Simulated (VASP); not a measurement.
Here is a VASP 6.6.1 calculation.

File INCAR:

```
ALGO = Fast
EDIFF = 1E-6
ENCUT = 520
GGA = PE
ISIF = 2
ISMEAR = 0
LASPH = T
LCHARG = T
LELF = T
LREAL = F
LVHAR = T
LWAVE = F
NBANDS = 25
NELM = 80
PREC = Accurate
SIGMA = 0.1
```

Contents of KPOINTS:

```
k-points
0
Gamma
  12 12 14
```

File POSCAR:

```
Ti
1.0
    4.6717563655      0.0000000000      0.0000000000
   -2.3358781827      4.0458596928      0.0000000000
    0.0000000000      0.0000000000      2.8842916279
Ti
3
Direct
    0.0000000000      0.0000000000      0.0000000000
    0.3333333333      0.6666666667      0.5000000000
    0.6666666667      0.3333333333      0.5000000000
```

Potentials or basis: VASP PAW PBE potentials, release 64 (Ti_sv).

Launch:

```sh
$ cat potpaw_PBE.64/Ti_sv/POTCAR > POTCAR
$ mpirun -np 1 vasp_std > vasp.out
```

Question: Predict the pressure.

Answer: -6.3 GPa.

Question: What does it give for the band gap on the k mesh?

Answer: Zero (bands 18 and 19 overlap by 0.22 eV).

Stress tensor (GPa, compression positive):
```
-6.29  0.00  0.00
 0.00 -6.29  0.00
 0.00  0.00 -6.41
```

Caveat: the cell stands under tension.
